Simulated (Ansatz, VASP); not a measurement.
## BN in VASP and in Ansatz

```
B N
1.0
     2.50435    0.00000    0.00000
    -1.25217    2.16883    0.00000
     0.00000    0.00000    7.01910
B N
2 2
Direct
  0.34447 0.67482 0.25000
  0.67780 0.34148 0.75000
  0.33333 0.66667 0.75000
  0.66667 0.33333 0.25000
```

Change from the starting cell: all B atoms moved +0.025 Å, as atom 1 along Cartesian [1 1 0].

Alike in both runs: task single point; functional PBEsol; k mesh 12 × 12 × 4; occupations gaussian, width 0.05 eV; no spin polarisation.

|  | VASP | Ansatz |
| --- | --- | --- |
| version | VASP 6.6.1 | Ansatz 0.2.0 |
| potentials or method | VASP PAW PBE potentials, release 64 (B, N), cutoff 520 eV | scalar-relativistic, plane waves, PAW |
| valence electrons in the cell | 16 | 16 |

Ansatz gave:

| Property | Result |
| --- | --- |
| gap on the k mesh at the Fermi level (eV) | 4.25 |
| least direct gap on the mesh (eV) | 4.61 |
| pressure (GPa) | 0.2 |
| traceless stress, the component that is largest in VASP (GPa) | -0.20 |
| rms of the force components (eV/Å) | 0.601 |

Question: What did VASP give for the same quantities?

Answer: gap on the k mesh at the Fermi level (eV): 4.24; least direct gap on the mesh (eV): 4.60; pressure (GPa): 0.5; traceless stress, the component that is largest in VASP (GPa): -0.62; rms of the force components (eV/Å): 0.601.

VASP's potentials were made for PBE, not for PBEsol. Atom by atom the forces differ by 0.000 eV/Å (rms over components).
